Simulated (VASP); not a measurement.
# MnS (F-43m) in VASP: further runs

MnS is run at these levels: PBE, PBEsol; tasks: single point.

Program: VASP 6.6.1. These are calculated values, not measurements. Logs are shortened: lines on timing, memory, paths and dates and some standing lists are left out, and cuts for length are marked.

## 1. The cell of the first run

It takes space group F-43m (No. 216, cubic). The conventional cell has a = 4.947 Å, b = 4.947 Å, c = 4.947 Å, α = 90.00°, β = 90.00°, γ = 90.00°. Within 2.8 Å of Mn (site symmetry -43m) lie 4 S at 2.14 Å. S (site symmetry -43m) has 4 Mn at 2.14 Å within 2.8 Å.

## 2. Single point, PBE, collinear spin, ferromagnetic start

INCAR

```
SYSTEM = MnS
PREC = Accurate
ENCUT = 520
EDIFF = 1E-6
ISMEAR = 0
SIGMA = 0.013000000000000001
LREAL = .FALSE.
LASPH = .TRUE.
NELM = 150
ALGO = Normal
ISIF = 2
LWAVE = .FALSE.
LCHARG = .TRUE.
ISPIN = 2
MAGMOM = 4 0
LORBIT = 11
LMAXMIX = 4
GGA = PE
LELF = .TRUE.
LVHAR = .TRUE.
NBANDS = 20
```

KPOINTS

```
regular mesh
0
G
  9 9 9
  0 0 0
```

POSCAR

```
MnS
1.0
    0.0000000000      2.4734634191      2.4734634191
    2.4734634191      0.0000000000      2.4734634191
    2.4734634191      2.4734634191      0.0000000000
Mn S
1 1
Direct
    0.0000000000      0.0000000000      0.0000000000
    0.7500000000      0.7500000000      0.7500000000
```

Potentials or basis: VASP PAW PBE potentials, release 64 (Mn_pv, S).

On the command line:

```sh
cat potpaw_PBE.64/Mn_pv/POTCAR potpaw_PBE.64/S/POTCAR > POTCAR
mpirun -np 1 vasp_std > vasp.out
```

OUTCAR:

```text
SYSTEM = MnS
   PREC = Accurate
   ENCUT = 520
   EDIFF = 1E-6
   ISMEAR = 0
   LREAL = .FALSE.
   LASPH = .TRUE.
   NELM = 150
   ISIF = 2
   ISPIN = 2
   LORBIT = 11
   GGA = PE

 ion  position               nearest neighbor table
   1  0.000  0.000  0.000-   2 2.14   2 2.14   2 2.14   2 2.14
   2  0.750  0.750  0.750-   1 2.14   1 2.14   1 2.14   1 2.14

  LATTYP: Found a face centered cubic cell.
 ALAT       =     4.9469268382

  Lattice vectors:

 A1 = (   0.0000000000,   2.4734634191,   2.4734634191)
 A2 = (   2.4734634191,   0.0000000000,   2.4734634191)
 A3 = (   2.4734634191,   2.4734634191,   0.0000000000)

Analysis of symmetry for initial positions (statically):
=====================================================================
 Subroutine PRICEL returns:
 Original cell was already a primitive cell.

 Routine SETGRP: Setting up the symmetry group for a
 face centered cubic supercell.

 Subroutine GETGRP returns: Found 24 space group operations
 (whereof 24 operations were pure point group operations)
 out of a pool of 48 trial point group operations.

The static configuration has the point symmetry T_d .

Analysis of symmetry for dynamics (positions and initial velocities):
=====================================================================
 Subroutine PRICEL returns:
 Original cell was already a primitive cell.

 Routine SETGRP: Setting up the symmetry group for a
 face centered cubic supercell.

 Subroutine GETGRP returns: Found 24 space group operations
 (whereof 24 operations were pure point group operations)
 out of a pool of 48 trial point group operations.

The dynamic configuration has the point symmetry T_d .

Analysis of structural, dynamic, and magnetic symmetry:
=====================================================================
 Subroutine PRICEL returns:
 Original cell was already a primitive cell.

 Routine SETGRP: Setting up the symmetry group for a
 face centered cubic supercell.

 Subroutine GETGRP returns: Found 24 space group operations
 (whereof 24 operations were pure point group operations)
 out of a pool of 48 trial point group operations.

The overall configuration has the point symmetry T_d .

 Subroutine INISYM returns: Found 24 space group operations
 (whereof 24 operations are pure point group operations),
 and found     1 'primitive' translations

----------------------------------------------------------------------------------------

                                     Primitive cell

  volume of cell :      30.2654

  direct lattice vectors                    reciprocal lattice vectors
     0.000000000  2.473463419  2.473463419    -0.202145702  0.202145702  0.202145702
     2.473463419  0.000000000  2.473463419     0.202145702 -0.202145702  0.202145702
     2.473463419  2.473463419  0.000000000     0.202145702  0.202145702 -0.202145702

  length of vectors
     3.498005513  3.498005513  3.498005513     0.350126627  0.350126627  0.350126627

  position of ions in fractional coordinates (direct lattice)
     0.000000000  0.000000000  0.000000000
     0.750000000  0.750000000  0.750000000

  ion indices of the primitive-cell ions
   primitive index   ion index
                 1           1
                 2           2

----------------------------------------------------------------------------------------

 KPOINTS: regular mesh

Automatic generation of k-mesh.
 Grid dimensions read from file:
 generate k-points for:    9    9    9

 Generating k-lattice:

  Cartesian coordinates                     Fractional coordinates (reciprocal lattice)
    -0.022460634  0.022460634  0.022460634     0.111111111  0.000000000  0.000000000
     0.022460634 -0.022460634  0.022460634     0.000000000  0.111111111  0.000000000
     0.022460634  0.022460634 -0.022460634     0.000000000  0.000000000  0.111111111

  Length of vectors
     0.038902959  0.038902959  0.038902959

  Shift w.r.t. Gamma in fractional coordinates (k-lattice)
     0.000000000  0.000000000  0.000000000

 Subroutine IBZKPT returns following result:
 ===========================================

 Found     35 irreducible k-points:

 Following reciprocal coordinates:
            Coordinates               Weight
  0.000000  0.000000  0.000000      1.000000
  0.111111  0.000000  0.000000      8.000000
  0.222222  0.000000  0.000000      8.000000
  0.333333  0.000000  0.000000      8.000000
  0.444444  0.000000  0.000000      8.000000
  0.111111  0.111111  0.000000      6.000000
[... 16 lines left out ...]
 -0.333333  0.333333  0.000000     12.000000
  0.444444  0.444444  0.000000      6.000000
 [... further k-points ...]
   k-points           NKPTS =     35   k-points in BZ     NKDIM =     35   number of bands    NBANDS=     20
   number of dos      NEDOS =    301   number of ions     NIONS =      2
   total plane-waves  NPLWV =  21952
   dimension x,y,z NGX =    28 NGY =   28 NGZ =   28
   dimension x,y,z NGXF=    56 NGYF=   56 NGZF=   56
   ions per type =               1   1
   NGX,Y,Z   is equivalent  to a cutoff of  13.31, 13.31, 13.31 a.u.
   NGXF,Y,Z  is equivalent  to a cutoff of  26.61, 26.61, 26.61 a.u.
 SYSTEM =  MnS
   PREC   = accura    normal or accurate (medium, high low for compatibility)
   ISTART =      0    job   : 0-new  1-cont  2-samecut
   ICHARG =      2    charge: 1-file 2-atom 10-const
   ISPIN  =      2    spin polarized calculation?
   LNONCOLLINEAR =      F non collinear calculations
   LSORBIT =      F    spin-orbit coupling
   LASPH  =      T    aspherical Exc in radial PAW
   ENCUT  =  520.0 eV  38.22 Ry    6.18 a.u.   6.50  6.50  6.50*2*pi/ulx,y,z
   NELM   =    150;   NELMIN=  2; NELMDL= -5     # of ELM steps
   EDIFF  = 0.1E-05   stopping-criterion for ELM
   LREAL  =      F    real-space projection
   EDIFFG = 0.1E-04   stopping-criterion for IOM
   NSW    =      0    number of steps for IOM
   IBRION =     -1    ionic relax: 0-MD 1-quasi-New 2-CG
   NFREE  =      0    steps in history (QN), initial steepest desc. (CG)
   ISIF   =      2    stress and relaxation
   ISYM   =      2    0-nonsym 1-usesym 2-fastsym
   POTIM  = 0.5000    time-step for ionic-motion
   TEBEG  =    0.0;   TEEND  =   0.0 temperature during run
   PSTRESS=    0.0 pullay stress
   NELECT =      19.0000    total number of electrons
   NUPDOWN=      -1.0000    fix difference up-down
   EMIN   =  10.00;   EMAX   =-10.00  energy-range for DOS
   EFERMI =   0.00;   METHOD = LEGACY
   ISMEAR =     0;   SIGMA  =   0.01  broadening in eV -4-tet -1-fermi 0-gaus
   EFERMI_NEDOS =   21; number of points for ismear=-14 and -15
   IALGO  =     38    algorithm
   IMIX   =      4    mixing-type and parameters
     AMIX     =   0.40;   BMIX     =  1.00
     AMIX_MAG =   1.60;   BMIX_MAG =  1.00
  volume/ion in A,a.u.               =      15.13       102.12
  Fermi-wavevector in a.u.,A,eV,Ry     =   1.401771  2.648964 26.734947  1.964963
  Thomas-Fermi vector in A             =   2.524600
   LORBIT       =     11    0 simple, 1 ext, 2 COOP (PROOUT), +10 PAW based schemes
   GGA     = PE    functional components
   LHFCALC =     F    Hartree Fock is set to
   AEXX    =    0.0000 exact exchange contribution
   IVDW    =     0    specifies the selected vdW correction
   LEPSILON=     F    determine dielectric tensor
   LRPA    =     F    only Hartree local field effects (RPA)
 spin polarized calculation
 Gauss-broadening in eV      SIGMA  =   0.01
  energy-cutoff  :      520.00
  volume of cell :       30.27
 maximum number of plane-waves:       869
 NGX is ok and might be reduce to    28
   NGX = 13   NGY = 13   NGZ = 13

 number of electron      18.9999987 magnetization       0.2212081

 Free energy of the ion-electron system (eV)
  ---------------------------------------------------
  ext. energy  EPLUGINS =         0.00000000
  ---------------------------------------------------
  free energy    TOTEN  =       -13.66729955 eV

  energy without entropy =      -13.66702831  energy(sigma->0) =      -13.66716393

 E-fermi :   7.4344     XC(G=0): -11.2401

 val. band max:        7.4327366314   @ k =  -0.4444   0.3333   0.1111
 cond. band min:       7.4443941122   @ k =  -0.3333   0.3333   0.0000
 fundamental gap:      0.0116574808
 Fermi energy:         7.4343522776

 spin component 1

 k-point     1 :       0.0000    0.0000    0.0000
  band No.  band energies     occupation
      1     -40.3708      1.00000
      2     -40.3708      1.00000
      3     -40.3708      1.00000
      4      -7.8751      1.00000
      5       2.7144      1.00000
      6       2.7144      1.00000
[... 12 lines left out ...]
     19      23.1687      0.00000
     20      23.6641      0.00000

 k-point     2 :       0.1111    0.0000    0.0000
  band No.  band energies     occupation
      1     -40.3738      1.00000
      2     -40.3713      1.00000
      3     -40.3713      1.00000
      4      -7.7468      1.00000
      5       2.4676      1.00000
      6       2.7572      1.00000
[... 498 lines left out ...]
 k-point    24 :       0.4444    0.4444    0.0000
  band No.  band energies     occupation
      1     -40.3956      1.00000
      2     -40.3801      1.00000
      3     -40.3801      1.00000
      4      -6.2260      1.00000
      5       0.7541      1.00000
      6       3.3371      1.00000
[... 12 lines left out ...]
     19      24.5945      0.00000
     20      24.5945      0.00000

 [... further k-points ...]

 spin component 2

 k-point     1 :       0.0000    0.0000    0.0000
  band No.  band energies     occupation
      1     -40.1639      1.00000
      2     -40.1639      1.00000
      3     -40.1639      1.00000
      4      -7.8663      1.00000
      5       2.7554      1.00000
      6       2.7554      1.00000
[... 12 lines left out ...]
     19      23.1580      0.00000
     20      23.6884      0.00000

 k-point     2 :       0.1111    0.0000    0.0000
  band No.  band energies     occupation
      1     -40.1669      1.00000
      2     -40.1643      1.00000
      3     -40.1643      1.00000
      4      -7.7382      1.00000
      5       2.5054      1.00000
      6       2.7986      1.00000
[... 498 lines left out ...]
 k-point    24 :       0.4444    0.4444    0.0000
  band No.  band energies     occupation
      1     -40.1890      1.00000
      2     -40.1733      1.00000
      3     -40.1733      1.00000
      4      -6.2217      1.00000
      5       0.7973      1.00000
      6       3.3627      1.00000
[... 12 lines left out ...]
     19      24.6202      0.00000
     20      24.6202      0.00000

 [... further k-points ...]
[... 5 lines left out ...]
  --------------------------------------------------------------------------------------
  -------------------------------------------------------------------------------------
  Total        0.5580169      0.5580169      0.5580169      0.0000000     -0.0000000     -0.0000000
  in kB       29.5400638     29.5400638     29.5400638      0.0000000     -0.0000000     -0.0000000
  external PRESSURE =      29.5400638 kB  Pullay stress =       0.0000000 kB

 VOLUME and BASIS-vectors are now :
 -----------------------------------------------------------------------------
  energy-cutoff  :      520.00
  volume of cell :       30.27
      direct lattice vectors                 reciprocal lattice vectors
     0.000000000  2.473463419  2.473463419    -0.202145702  0.202145702  0.202145702
     2.473463419  0.000000000  2.473463419     0.202145702 -0.202145702  0.202145702
     2.473463419  2.473463419  0.000000000     0.202145702  0.202145702 -0.202145702

 POSITION                                       TOTAL-FORCE (eV/Angst)
 -----------------------------------------------------------------------------------
      0.00000      0.00000      0.00000        -0.000000     -0.000000     -0.000000
      3.71020      3.71020      3.71020         0.000000      0.000000      0.000000
 -----------------------------------------------------------------------------------
    total drift:                               -0.000000     -0.000000     -0.000001

  FREE ENERGIE OF THE ION-ELECTRON SYSTEM (eV)
  ---------------------------------------------------
  free  energy   TOTEN  =       -13.6672995481 eV

  energy  without entropy=      -13.6670283118  energy(sigma->0) =      -13.66716393

 total charge

# of ion       s       p       d       tot
------------------------------------------
    1        0.353   6.313   5.366  12.031
    2        1.322   2.426   0.000   3.748
--------------------------------------------------
tot          1.674   8.739   5.366  15.779

 magnetization (x)

# of ion       s       p       d       tot
------------------------------------------
    1        0.008   0.004   0.203   0.215
    2       -0.001  -0.002   0.000  -0.003
--------------------------------------------------
tot          0.007   0.002   0.203   0.211
```

Run time: 3.6 min. Hardware: 1 thread of Intel Xeon 6975P-C, shared host; peak memory 0.2 GiB.

Results:

* Free energy: -13.6673 eV
* Pressure: 3.0 GPa
* Net moment: 0.22 μB per cell
* Site moments: Mn +0.21; S -0.00 μB
* Valence electrons inside the program's atomic spheres: Mn 12.03; S 3.75

Caveat: the moment fell far below its start of 4 μB, so a state of higher moment may lie lower in energy; semilocal functionals often make such compounds metallic where correlation or magnetic order opens a gap, which also shifts bond lengths. With open d or f shells a metallic result of PBE can be an artefact of self-interaction; +U or a hybrid may open a gap.

## 3. Single point, PBEsol, collinear spin, ferromagnetic start

This run uses another cell than the first one, of 13.98 Å³/atom, 0.924 times its volume.

INCAR

```
PREC = Accurate ; ENCUT = 520
EDIFF = 1E-6 ; ISMEAR = -1
SIGMA = 0.05 ; LREAL = F
LASPH = T ; NELM = 150
ALGO = Normal ; ISIF = 2
LWAVE = F ; LCHARG = F
ISPIN = 2 ; MAGMOM = 4 0
LORBIT = 11 ; LMAXMIX = 4
GGA = PS ; NBANDS = 20
```

KPOINTS

```
Automatic mesh
0
Gamma
  9 9 9
```

POSCAR

```
MnS
1.0
    0.0000000000      2.4091054176      2.4091054176
    2.4091054176      0.0000000000      2.4091054176
    2.4091054176      2.4091054176      0.0000000000
Mn S
1 1
Direct
    0.0000000000      0.0000000000      0.0000000000
    0.7500000000      0.7500000000      0.7500000000
```

Potentials or basis: VASP PAW PBE potentials, release 64 (Mn_pv, S).

On the command line:

```sh
cat potpaw_PBE.64/Mn_pv/POTCAR potpaw_PBE.64/S/POTCAR > POTCAR
mpirun -np 1 vasp_std > vasp.out
```

Wall time 34 s (1 thread of Intel Xeon 6975P-C (Granite Rapids), shared host); peak memory 0.19 GiB.

Results (log left out):

```
Free energy                                           : -14.7263 eV
Pressure                                              : 10.2 GPa
Net moment                                            : 0.09 μB per cell
Site moments                                          : Mn +0.09; S -0.00 μB
Valence electrons inside the program's atomic spheres : Mn 12.22; S 3.76
```

Levels at points of the mesh, in eV from the Fermi level:
Spin up:
```tsv
k point	band 6	band 7	band 8	band 9	band 10	band 11	band 12	band 13
(0.00, 0.00, 0.00)	-4.97	-4.97	-0.88	-0.88	4.18	4.18	4.18	4.21
```
Spin down:
```
           k point  band 5  band 6  band 7  band 8  band 9  band 10  band 11  band 12  band 13  band 14
(0.00, 0.00, 0.00)   -4.95   -4.95   -4.95   -0.79   -0.79     4.21     4.21     4.21     4.22     8.23
```

Caveat: the PAW data sets were made with another functional, which shifts forces and pressure a little; the moment fell far below its start of 4 μB, so a state of higher moment may lie lower in energy; semilocal functionals often make such compounds metallic where correlation or magnetic order opens a gap, which also shifts bond lengths.

## 4. Single point, PBEsol, collinear spin, ferromagnetic start

This run uses another cell than the first one, of 14.37 Å³/atom, 0.950 times its volume.

INCAR

```
SYSTEM = MnS
ALGO = Normal
EDIFF = 1E-7
ENCUT = 520
GGA = PS
ISIF = 2
ISMEAR = -1
ISPIN = 2
LASPH = .True.
LCHARG = .False.
LMAXMIX = 4
LORBIT = 11
LREAL = .False.
LWAVE = .False.
MAGMOM = 4 0
NBANDS = 20
NELM = 150
PREC = Accurate
SIGMA = 0.05
```

KPOINTS

```
k-points
0
Gamma
  9 9 9
  0 0 0
```

POSCAR

```
MnS
1.0
    0.0000000000      2.4311298327      2.4311298327
    2.4311298327      0.0000000000      2.4311298327
    2.4311298327      2.4311298327      0.0000000000
Mn S
1 1
Direct
    0.0000000000      0.0000000000      0.0000000000
    0.7500000000      0.7500000000      0.7500000000
```

On the command line:

```sh
cat potpaw_PBE.64/Mn_pv/POTCAR potpaw_PBE.64/S/POTCAR > POTCAR
mpirun -np 1 vasp_std > vasp.out
```

It took 36 s on 1 thread of Intel Xeon 6975P-C (Granite Rapids), shared host; peak memory 0.18 GiB.

Results (log left out):

```yaml
Free_energy: -14.7637 eV
Pressure: 5.2 GPa
Net_moment: 0.15 μB per cell
Site_moments: Mn +0.15; S -0.00 μB
Valence_electrons_inside_the_program's_atomic_spheres: Mn 12.16; S 3.74
```

Levels at points of the mesh, in eV from the Fermi level:
Spin up:
```tsv
k point	band 7	band 8	band 9	band 10	band 11	band 12
(0.00, 0.00, 0.00)	-4.89	-0.89	-0.89	3.99	3.99	3.99
```
Spin down:
| k point | band 6 | band 7 | band 8 | band 9 | band 10 | band 11 | band 12 | band 13 |
| --- | --- | --- | --- | --- | --- | --- | --- | --- |
| (0.00, 0.00, 0.00) | -4.85 | -4.85 | -0.72 | -0.72 | 4.04 | 4.05 | 4.05 | 4.05 |

Caveat: the PAW data sets were made with another functional, which shifts forces and pressure a little; the moment fell far below its start of 4 μB, so a state of higher moment may lie lower in energy; semilocal functionals often make such compounds metallic where correlation or magnetic order opens a gap, which also shifts bond lengths.

## 5. Overview

```csv
level,cell,smearing,gap on the mesh (eV),pressure (GPa),moment (μB)
PBE,"a = 3.498 Å, angles 60.0°, 2 atoms",gaussian 0.013 eV,none,3.0,0.22
PBEsol,"a = 3.407 Å, angles 60.0°, 2 atoms",fermi-dirac 0.05 eV,none,10.2,0.09
PBEsol,"a = 3.438 Å, angles 60.0°, 2 atoms",fermi-dirac 0.05 eV,none,5.2,0.15
```

Alike in all rows: task single point; potentials or basis VASP PAW PBE potentials, release 64 (Mn_pv, S); spin collinear, ferromagnetic start; k mesh 9 × 9 × 9; cutoff (eV) 520.

Caveats: the moment fell far below its start of 4 μB, so a state of higher moment may lie lower in energy; semilocal functionals often make such compounds metallic where correlation or magnetic order opens a gap, which also shifts bond lengths; the PAW data sets were made with another functional, which shifts forces and pressure a little (some runs).

Absolute energies hang on the potentials; compare differences alone.
